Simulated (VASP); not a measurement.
# Mo2C3: relaxation of cell and atoms with PBE

Mo2C3:

```
Mo C
1.0
     3.55949    0.00000    0.00000
     0.00000    3.55949    0.00000
     0.00000    0.00000    5.66816
Mo C
2 3
Direct
  0.50000 0.50000 0.77553
  0.50000 0.50000 0.22447
  0.00000 0.00000 0.00000
  0.50000 0.00000 0.00000
  0.00000 0.50000 0.00000
```

- Program: VASP 6.6.1
- Task: relaxation of cell and atoms
- Functional: PBE
- Potentials or basis: VASP PAW PBE potentials, release 64 (Mo_sv, C)
- Cutoff: 600 eV
- k mesh: 6 × 6 × 4
- Occupations: gaussian, width 0.1 eV
- Spin: no spin polarisation
- Dipole correction: no
- Further INCAR settings: ALGO = Normal; EDIFF = 1e-06; IBRION = 2; EDIFFG = -0.04; NSW = 90; ISIF = 3

The relaxed volume is 12.14 Å³/atom. The relaxed cell is a = 3.422 Å, b = 3.422 Å, c = 5.185 Å, α = 90.00°, β = 90.00°, γ = 90.00°, the space group after relaxing (to 0.05 Å) is P4/mmm (No. 123) and the energy gained by relaxing is 159.9 meV/atom. The ionic steps are 9, the pressure after relaxing is 0.1 GPa and the largest force after relaxing is 0.007 eV/Å. The band gap on the k mesh is zero (band 20 reaches 9.30 eV, above the bottom of band 21 at 8.19 eV).

Forces in eV/Å, atoms in the order of the input:
```
Mo   0.000  0.000  0.007
Mo   0.000  0.000 -0.007
C    0.000  0.000  0.000
C    0.000  0.000  0.000
C    0.000  0.000  0.000
```

Step by step:
| step | energy change (eV) | largest force (eV/Å) | pressure (GPa) | volume (Å³) |
| --- | --- | --- | --- | --- |
| 1 | 0.0000 | 0.4110 | -12.13 | 71.82 |
| 2 | -0.0996 | 4.5300 | 15.77 | 61.09 |
| 3 | -0.2670 | 2.5976 | 1.44 | 65.53 |
| 4 | -0.6692 | 1.7145 | 3.40 | 61.13 |
| 5 | -0.7412 | 0.7772 | 5.65 | 59.08 |
| 6 | -0.7627 | 0.7285 | -5.06 | 62.00 |
| 7 | -0.7868 | 0.1053 | -0.79 | 60.75 |
| 8 | -0.7990 | 0.0295 | -0.09 | 60.72 |
| 9 | -0.7995 | 0.0065 | 0.10 | 60.71 |

Final structure:
```yaml
crystal:
  lattice:
    - [3.42175, 0.00000, 0.00000]
    - [0.00000, 3.42175, 0.00000]
    - [0.00000, 0.00000, 5.18525]
  atoms:
    - { symbol: Mo, position: [0.50000, 0.50000, 0.74431] }
    - { symbol: Mo, position: [0.50000, 0.50000, 0.25569] }
    - { symbol: C, position: [0.00000, 0.00000, 0.00000] }
    - { symbol: C, position: [0.50000, 0.00000, 0.00000] }
    - { symbol: C, position: [0.00000, 0.50000, 0.00000] }
```

Levels at points of the mesh, in eV from the Fermi level:
```
           k point  band 18  band 19  band 20  band 21  band 22  band 23
(0.00, 0.00, 0.00)    -2.70    -0.89    -0.29     0.72     0.86     1.72
(0.50, 0.00, 0.00)    -1.97    -0.26     0.46     0.54     0.55     1.83
(0.50, 0.50, 0.00)    -1.59    -1.09    -1.06     1.12     1.84     3.08
(0.00, 0.00, 0.50)    -1.31    -1.23    -0.65    -0.65     0.01     0.35
(0.50, 0.00, 0.50)    -0.77    -0.72    -0.49    -0.04     1.00     1.25
(0.50, 0.50, 0.50)    -1.00    -0.49     0.03     0.84     1.08     1.08
```

Run time: 3.6 min on 1 thread of Intel(R) Xeon(R) Platinum 8488C (Sapphire Rapids), on a shared host, peak memory 0.23 GiB.

Caveat: the volume moved by over 15 % at a fixed basis, so the end points are rough.
